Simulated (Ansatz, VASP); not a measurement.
CsH: VASP beside Ansatz

```
CELL_PARAMETERS angstrom
3.37928 3.37928 0.00000
-3.37928 3.37928 0.00000
0.00000 0.00000 6.75856
ATOMIC_POSITIONS crystal
Cs 0.00000 0.00000 0.00000
Cs 0.50000 0.50000 0.50000
H 0.50000 0.50000 0.00000
H 0.00000 0.00000 0.50000
```

Change from the starting cell: equal strain along all axes, cell held, atoms relaxed: +6.0 %.

Alike in both runs: task single point; functional r2SCAN; k mesh 6 × 6 × 4; occupations gaussian, width 0.02 eV; no spin polarisation.

```csv
,VASP,Ansatz
version,VASP 6.6.1,Ansatz 0.2.0
potentials or method,"VASP PAW PBE potentials, release 64 (Cs_sv, H), cutoff 520 eV","scalar-relativistic, plane waves, PAW"
valence electrons in the cell,20,20
```

Ansatz gave:

| Quantity | Value |
| --- | --- |
| gap on the k mesh at the Fermi level (eV) | 2.82 |
| least direct gap on the mesh (eV) | 2.82 |
| pressure (GPa) | -1.2 |

What did VASP give for the same quantities?

gap on the k mesh at the Fermi level (eV): 2.81; least direct gap on the mesh (eV): 2.81; pressure (GPa): -1.2.

VASP's potentials were made for PBE, not for r2SCAN.

Neither program's run includes spin-orbit coupling.
